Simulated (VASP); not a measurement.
# Pt: relaxation of cell and atoms with PBEsol

Pt:

```xyz
1
Lattice="0.0000 -1.9579 -1.9579 1.9579 0.0000 -1.9579 1.9579 -1.9579 0.0000" Properties=species:S:1:pos:R:3 pbc="T T T"
Pt    0.0000    0.0000    0.0000
```

```
Program                : VASP 6.6.1
Task                   : relaxation of cell and atoms
Functional             : PBEsol
Potentials or basis    : VASP PAW PBE potentials, release 64 (Pt)
Cutoff                 : 600 eV
k mesh                 : 18 × 18 × 18
Occupations            : gaussian, width 0.1 eV
Spin                   : no spin polarisation
Dipole correction      : no
Further INCAR settings : ALGO = Fast; EDIFF = 1e-06; IBRION = 2; EDIFFG = -0.005; NSW = 100; ISIF = 3
```

```yaml
Relaxed_volume: 15.02 Å³/atom
Relaxed_cell: a = 2.769 Å, b = 2.769 Å, c = 2.769 Å, α = 60.00°, β = 60.00°, γ = 60.00°
Space_group_after_relaxing_to_0.05_Å: Fm-3m (No. 225)
Energy_gained_by_relaxing: 0.0 meV/atom
Ionic_steps: 3
Pressure_after_relaxing: 0.0 GPa
Band_gap_on_the_k_mesh: zero (band 5 reaches 11.67 eV, above the bottom of band 6 at 9.43 eV)
```

Final structure:
```cif
data_structure
_symmetry_space_group_name_H-M 'P 1'
_symmetry_Int_Tables_number 1
_cell_length_a 2.7694
_cell_length_b 2.7694
_cell_length_c 2.7694
_cell_angle_alpha 60.000
_cell_angle_beta 60.000
_cell_angle_gamma 60.000
_cell_volume 15.02
loop_
_atom_site_label
_atom_site_type_symbol
_atom_site_fract_x
_atom_site_fract_y
_atom_site_fract_z
_atom_site_occupancy
Pt1 Pt 0.00000 0.00000 0.00000 1
```

Levels at points of the mesh, in eV from the Fermi level:
```csv
k point,band 2,band 3,band 4,band 5,band 6,band 7,band 8,band 9
"(0.00, 0.00, 0.00)",-3.83,-3.83,-3.83,-1.64,-1.64,14.61,19.59,19.59
"(0.50, 0.00, 0.00)",-3.89,-3.89,-0.57,0.04,0.04,5.83,14.17,18.97
"(0.50, 0.50, 0.00)",-6.69,0.02,0.49,0.49,1.70,8.87,11.35,11.35
```

It took 29 s on 1 thread of Intel(R) Xeon(R) Platinum 8375C CPU @ 2.90GHz (Ice Lake), with other jobs on the host, peak memory 0.17 GiB.

Caveat: the PAW data sets were made with another functional, which shifts forces and pressure a little; spin-orbit coupling is left out, which moves the levels of the heavy elements.
